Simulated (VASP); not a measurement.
# Au (Im-3m) in VASP: a series of runs

Au is run at these levels: PBE; tasks: single point.

Program: VASP 6.6.1. These are calculated values, not measurements. Logs are shortened: lines on timing, memory, paths and dates and some standing lists are left out, and cuts for length are marked.

### Step 1. The cell of the first run

The structure is cubic, space group Im-3m (No. 229). The conventional cell has a = 3.164 Å, b = 3.164 Å, c = 3.164 Å, α = 90.00°, β = 90.00°, γ = 90.00°. Within 3.6 Å of Au (site symmetry m-3m) lie 14 Au at 2.74 to 3.16 Å.

### Step 2. Single point, PBE (volume scaled by 0.88)

Input file INCAR:

```
SYSTEM = Au
PREC     = Accurate       ! precision mode
ENCUT    = 520            ! plane-wave cutoff, eV
EDIFF    = 1E-6           ! SCF threshold, eV
ISMEAR   = -1             ! smearing method
SIGMA    = 0.08           ! smearing width, eV
LREAL    = .FALSE.        ! projectors in reciprocal space
LASPH    = .TRUE.         ! aspherical terms in the spheres
NELM     = 100            ! most SCF steps
ALGO     = Normal         ! electronic algorithm
ISIF     = 2              ! what is computed and relaxed
LWAVE    = .FALSE.        ! write WAVECAR
LCHARG   = .FALSE.        ! write CHGCAR
GGA      = PE             ! functional
NBANDS   = 12             ! bands
```

Input file KPOINTS:

```
regular mesh
0
G
  16 16 16
  0 0 0
```

Input file POSCAR:

```
Au
1.0
   -1.5821240666      1.5821240666      1.5821240666
    1.5821240666     -1.5821240666      1.5821240666
    1.5821240666      1.5821240666     -1.5821240666
Au
1
Direct
    0.0000000000      0.0000000000      0.0000000000
```

Potentials or basis: VASP PAW PBE potentials, release 64 (Au).

Launch:

```bash
cat potpaw_PBE.64/Au/POTCAR > POTCAR
mpirun -np 1 vasp_std > vasp.out
```

OUTCAR:

```text
SYSTEM = Au
   PREC = Accurate
   ENCUT = 520
   EDIFF = 1E-6
   ISMEAR = -1
   LREAL = .FALSE.
   LASPH = .TRUE.
   NELM = 100
   ISIF = 2
   GGA = PE

 ion  position               nearest neighbor table
   1  0.000  0.000  0.000-

  LATTYP: Found a body centered cubic cell.
 ALAT       =     3.1642481332

  Lattice vectors:

 A1 = (  -1.5821240666,   1.5821240666,   1.5821240666)
 A2 = (   1.5821240666,  -1.5821240666,   1.5821240666)
 A3 = (   1.5821240666,   1.5821240666,  -1.5821240666)

Analysis of symmetry for initial positions (statically):
=====================================================================
 Subroutine PRICEL returns:
 Original cell was already a primitive cell.

 Routine SETGRP: Setting up the symmetry group for a
 body centered cubic supercell.

 Subroutine GETGRP returns: Found 48 space group operations
 (whereof 48 operations were pure point group operations)
 out of a pool of 48 trial point group operations.

The static configuration has the point symmetry O_h .

Analysis of symmetry for dynamics (positions and initial velocities):
=====================================================================
 Subroutine PRICEL returns:
 Original cell was already a primitive cell.

 Routine SETGRP: Setting up the symmetry group for a
 body centered cubic supercell.

 Subroutine GETGRP returns: Found 48 space group operations
 (whereof 48 operations were pure point group operations)
 out of a pool of 48 trial point group operations.

The dynamic configuration has the point symmetry O_h .

 Subroutine INISYM returns: Found 48 space group operations
 (whereof 48 operations are pure point group operations),
 and found     1 'primitive' translations

----------------------------------------------------------------------------------------

                                     Primitive cell

  volume of cell :      15.8410

  direct lattice vectors                    reciprocal lattice vectors
    -1.582124067  1.582124067  1.582124067     0.000000000  0.316030841  0.316030841
     1.582124067 -1.582124067  1.582124067     0.316030841  0.000000000  0.316030841
     1.582124067  1.582124067 -1.582124067     0.316030841  0.316030841  0.000000000

  length of vectors
     2.740319267  2.740319267  2.740319267     0.446935102  0.446935102  0.446935102

  position of ions in fractional coordinates (direct lattice)
     0.000000000  0.000000000  0.000000000

  ion indices of the primitive-cell ions
   primitive index   ion index
                 1           1

----------------------------------------------------------------------------------------

 KPOINTS: regular mesh

Automatic generation of k-mesh.
 Grid dimensions read from file:
 generate k-points for:   16   16   16

 Generating k-lattice:

  Cartesian coordinates                     Fractional coordinates (reciprocal lattice)
     0.000000000  0.019751928  0.019751928     0.062500000  0.000000000  0.000000000
     0.019751928  0.000000000  0.019751928     0.000000000  0.062500000  0.000000000
     0.019751928  0.019751928  0.000000000     0.000000000  0.000000000  0.062500000

  Length of vectors
     0.027933444  0.027933444  0.027933444

  Shift w.r.t. Gamma in fractional coordinates (k-lattice)
     0.000000000  0.000000000  0.000000000

 Subroutine IBZKPT returns following result:
 ===========================================

 Found    145 irreducible k-points:

 Following reciprocal coordinates:
            Coordinates               Weight
  0.000000  0.000000  0.000000      1.000000
  0.062500  0.000000  0.000000     12.000000
  0.125000  0.000000  0.000000     12.000000
  0.187500  0.000000  0.000000     12.000000
  0.250000  0.000000  0.000000     12.000000
  0.312500  0.000000  0.000000     12.000000
[... 16 lines left out ...]
  0.187500  0.187500  0.000000     24.000000
  0.250000  0.187500 -0.000000     48.000000
 [... further k-points ...]
   k-points           NKPTS =    145   k-points in BZ     NKDIM =    145   number of bands    NBANDS=     12
   number of dos      NEDOS =    301   number of ions     NIONS =      1
   total plane-waves  NPLWV =   8000
   dimension x,y,z NGX =    20 NGY =   20 NGZ =   20
   dimension x,y,z NGXF=    40 NGYF=   40 NGZF=   40
   ions per type =               1
   NGX,Y,Z   is equivalent  to a cutoff of  12.13, 12.13, 12.13 a.u.
   NGXF,Y,Z  is equivalent  to a cutoff of  24.27, 24.27, 24.27 a.u.
 SYSTEM =  Au
   PREC   = accura    normal or accurate (medium, high low for compatibility)
   ISTART =      0    job   : 0-new  1-cont  2-samecut
   ICHARG =      2    charge: 1-file 2-atom 10-const
   ISPIN  =      1    spin polarized calculation?
   LNONCOLLINEAR =      F non collinear calculations
   LSORBIT =      F    spin-orbit coupling
   LASPH  =      T    aspherical Exc in radial PAW
   ENCUT  =  520.0 eV  38.22 Ry    6.18 a.u.   5.10  5.10  5.10*2*pi/ulx,y,z
   NELM   =    100;   NELMIN=  2; NELMDL= -5     # of ELM steps
   EDIFF  = 0.1E-05   stopping-criterion for ELM
   LREAL  =      F    real-space projection
   EDIFFG = 0.1E-04   stopping-criterion for IOM
   NSW    =      0    number of steps for IOM
   IBRION =     -1    ionic relax: 0-MD 1-quasi-New 2-CG
   NFREE  =      0    steps in history (QN), initial steepest desc. (CG)
   ISIF   =      2    stress and relaxation
   ISYM   =      2    0-nonsym 1-usesym 2-fastsym
   POTIM  = 0.5000    time-step for ionic-motion
   TEBEG  =    0.0;   TEEND  =   0.0 temperature during run
   PSTRESS=    0.0 pullay stress
   NELECT =      11.0000    total number of electrons
   NUPDOWN=      -1.0000    fix difference up-down
   EMIN   =  10.00;   EMAX   =-10.00  energy-range for DOS
   EFERMI =   0.00;   METHOD = LEGACY
   ISMEAR =    -1;   SIGMA  =   0.08  broadening in eV -4-tet -1-fermi 0-gaus
   EFERMI_NEDOS =   21; number of points for ismear=-14 and -15
   IALGO  =     38    algorithm
   IMIX   =      4    mixing-type and parameters
     AMIX     =   0.40;   BMIX     =  1.00
     AMIX_MAG =   1.60;   BMIX_MAG =  1.00
  volume/ion in A,a.u.               =      15.84       106.90
  Fermi-wavevector in a.u.,A,eV,Ry     =   1.449701  2.739538 28.594464  2.101634
  Thomas-Fermi vector in A             =   2.567398
   LORBIT       =      0    0 simple, 1 ext, 2 COOP (PROOUT), +10 PAW based schemes
   GGA     = PE    functional components
[... 5 lines left out ...]
 non-spin polarized calculation
  energy-cutoff  :      520.00
  volume of cell :       15.84
 maximum number of plane-waves:       438
   NGX = 11   NGY = 11   NGZ = 11

 number of electron      10.9999998 magnetization

 Free energy of the ion-electron system (eV)
  ---------------------------------------------------
  ext. energy  EPLUGINS =         0.00000000
  ---------------------------------------------------
  free energy    TOTEN  =        -3.05511017 eV

  energy without entropy =       -3.05172052  energy(sigma->0) =       -3.05341535

 E-fermi :  10.7842     XC(G=0): -13.1627

 val. band max:       10.6403514270   @ k =  -0.4375   0.4375   0.1250
 cond. band min:      10.8101664662   @ k =   0.3750   0.0625   0.0625
 fundamental gap:      0.1698150392
 Fermi energy:        10.7841636932

 k-point     1 :       0.0000    0.0000    0.0000
  band No.  band energies     occupation
      1       0.1005      2.00000
      2       5.4396      2.00000
      3       5.4396      2.00000
      4       5.4396      2.00000
      5       7.6137      2.00000
      6       7.6137      2.00000
      7      27.2480      0.00000
      8      27.2480      0.00000
      9      27.2480      0.00000
     10      36.4848      0.00000
     11      36.4848      0.00000
     12      36.4853      0.00000

 k-point     2 :       0.0625    0.0000    0.0000
  band No.  band energies     occupation
      1       0.2551      2.00000
      2       5.3864      2.00000
      3       5.4430      2.00000
      4       5.5543      2.00000
      5       7.5478      2.00000
      6       7.6175      2.00000
      7      27.2942      0.00000
      8      27.3023      0.00000
      9      27.4589      0.00000
     10      34.3694      0.00000
     11      34.7070      0.00000
     12      35.9730      0.00000

 k-point     3 :       0.1250    0.0000    0.0000
  band No.  band energies     occupation
      1       0.7022      2.00000
      2       5.2380      2.00000
      3       5.4463      2.00000
      4       5.8906      2.00000
      5       7.3971      2.00000
      6       7.6304      2.00000
      7      27.1319      0.00000
      8      27.3086      0.00000
      9      28.0716      0.00000
     10      32.6513      0.00000
     11      32.8040      0.00000
     12      34.5687      0.00000
[... 286 lines left out ...]
 k-point    23 :       0.1875    0.1875    0.0000
  band No.  band energies     occupation
      1       3.1420      2.00000
      2       4.8601      2.00000
      3       5.0332      2.00000
      4       7.1196      2.00000
      5       7.8578      2.00000
      6       8.7477      2.00000
      7      21.6175      0.00000
      8      23.6268      0.00000
      9      26.7533      0.00000
     10      30.0082      0.00000
     11      34.3028      0.00000
     12      36.5356      0.00000

 k-point    24 :       0.2500    0.1875   -0.0000
  band No.  band energies     occupation
      1       3.4802      2.00000
      2       4.6751      2.00000
      3       5.4401      2.00000
      4       7.2295      2.00000
      5       7.9233      2.00000
      6       9.9443      1.99994
      7      19.3199      0.00000
      8      22.3746      0.00000
      9      25.9113      0.00000
     10      30.6964      0.00000
     11      34.5935      0.00000
     12      37.0283      0.00000

 [... further k-points ...]
[... 5 lines left out ...]
  --------------------------------------------------------------------------------------
  -------------------------------------------------------------------------------------
  Total        2.5048689      2.5048689      2.5048689      0.0000000      0.0000000      0.0000000
  in kB      253.3459622    253.3459622    253.3459622      0.0000000      0.0000000      0.0000000
  external PRESSURE =     253.3459622 kB  Pullay stress =       0.0000000 kB

 VOLUME and BASIS-vectors are now :
 -----------------------------------------------------------------------------
  energy-cutoff  :      520.00
  volume of cell :       15.84
      direct lattice vectors                 reciprocal lattice vectors
    -1.582124067  1.582124067  1.582124067     0.000000000  0.316030841  0.316030841
     1.582124067 -1.582124067  1.582124067     0.316030841  0.000000000  0.316030841
     1.582124067  1.582124067 -1.582124067     0.316030841  0.316030841  0.000000000

 POSITION                                       TOTAL-FORCE (eV/Angst)
 -----------------------------------------------------------------------------------
      0.00000      0.00000      0.00000         0.000000     -0.000000      0.000000
 -----------------------------------------------------------------------------------
    total drift:                                0.000000     -0.000000      0.000000

  FREE ENERGIE OF THE ION-ELECTRON SYSTEM (eV)
  ---------------------------------------------------
  free  energy   TOTEN  =        -3.0551101686 eV

  energy  without entropy=       -3.0517205244  energy(sigma->0) =       -3.05341535
```

Run time: 28 s. Hardware: 1 thread of Intel Xeon 8259CL, shared host; peak memory 0.14 GiB.

What came out:

* Free energy: -3.0551 eV
* Pressure: 25.3 GPa

Caveat: spin-orbit coupling is left out, which moves the levels of the heavy elements.

### Step 3. Single point, PBE (volume scaled by 0.88)

Input file INCAR:

```
PREC     = Accurate       # precision mode
ENCUT    = 520            # plane-wave cutoff, eV
EDIFF    = 1E-6           # SCF threshold, eV
ISMEAR   = -1             # smearing method
SIGMA    = 0.08           # smearing width, eV
LREAL    = False          # projectors in reciprocal space
LASPH    = True           # aspherical terms in the spheres
NELM     = 60             # most SCF steps
ALGO     = Normal         # electronic algorithm
ISIF     = 2              # what is computed and relaxed
LWAVE    = False          # write WAVECAR
LCHARG   = True           # write CHGCAR
GGA      = PE             # functional
LELF     = True           # ELF
LVHAR    = True         
NBANDS   = 12             # bands
```

Input file KPOINTS:

```
regular mesh
0
Gamma
  16 16 16
```

POSCAR is that of step 2.

Potentials or basis: VASP PAW PBE potentials, release 64 (Au).

Launch:

```bash
cat potpaw_PBE.64/Au/POTCAR > POTCAR
mpirun -np 1 vasp_std > vasp.out
```

It took 32 s on 1 thread of Intel Xeon 8259CL, shared host; peak memory 0.15 GiB.

The run converged. Its results:

| Quantity | Value |
| --- | --- |
| Free energy | -3.0551 eV |
| Pressure | 25.3 GPa |

Levels at points of the mesh, in eV from the Fermi level:
| k point | band 3 | band 4 | band 5 | band 6 | band 7 | band 8 | band 9 | band 10 |
| --- | --- | --- | --- | --- | --- | --- | --- | --- |
| (0.00, 0.00, 0.00) | -5.34 | -5.34 | -3.17 | -3.17 | 16.46 | 16.46 | 16.46 | 25.70 |
| (0.50, 0.00, 0.00) | -3.32 | -2.92 | -1.39 | -0.99 | 4.00 | 12.37 | 14.44 | 22.98 |
| (0.50, 0.50, 0.50) | -1.83 | -1.83 | -1.83 | 6.35 | 6.35 | 6.35 | 10.64 | 16.85 |

Caveat: spin-orbit coupling is left out, which moves the levels of the heavy elements.
